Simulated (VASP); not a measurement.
Wanted: the native input for a VASP 6.6.1 run.

- Task: electric field gradients
- Functional: PBE
- Potentials or basis: VASP PAW PBE potentials, release 64 (Pt)
- Cutoff: 520 eV
- k mesh: 18 × 18 × 18
- Occupations: fermi-dirac, width 0.03 eV
- Spin: no spin polarisation
- Dipole correction: no
- Further INCAR settings: ALGO = Normal; EDIFF = 1e-08; NBANDS = 11

The structure of Pt lies in POSCAR:

```
Pt
1.0
    0.0000000000      1.9962999450      1.9962999450
    1.9962999450      0.0000000000      1.9962999450
    1.9962999450      1.9962999450      0.0000000000
Pt
1
Direct
    0.0000000000      0.0000000000      0.0000000000
```

This cell differs from its parent crystal: volume scaled by 1.06.

One way to write it, as run:

INCAR

```
PREC = Accurate
ENCUT = 520
EDIFF = 1E-8
ISMEAR = -1
SIGMA = 0.03
LREAL = False
LASPH = True
NELM = 80
ALGO = Normal
ISIF = 2
LWAVE = False
LCHARG = False
GGA = PE
LEFG = True
NBANDS = 11
```

KPOINTS

```
Automatic mesh
0
Gamma
  18 18 18
```

Potentials or basis: VASP PAW PBE potentials, release 64 (Pt).

The run is started by

```console
$ cat potpaw_PBE.64/Pt/POTCAR > POTCAR
$ mpirun -np 1 vasp_std > vasp.out
```

It gave:

| Item | Value |
| --- | --- |
| Pressure | -4.5 GPa |
| Band gap on the k mesh | zero (band 5 reaches 10.70 eV, above the bottom of band 6 at 8.67 eV) |

Caveat: without QUAD_EFG the Cq values of the log hold for a quadrupole moment of 1 mb, not for the nuclei; spin-orbit coupling is left out, which moves the levels of the heavy elements.

It took 41 s on 1 thread of AMD EPYC 9R45 (Zen 5), on a shared host, peak memory 0.14 GiB.
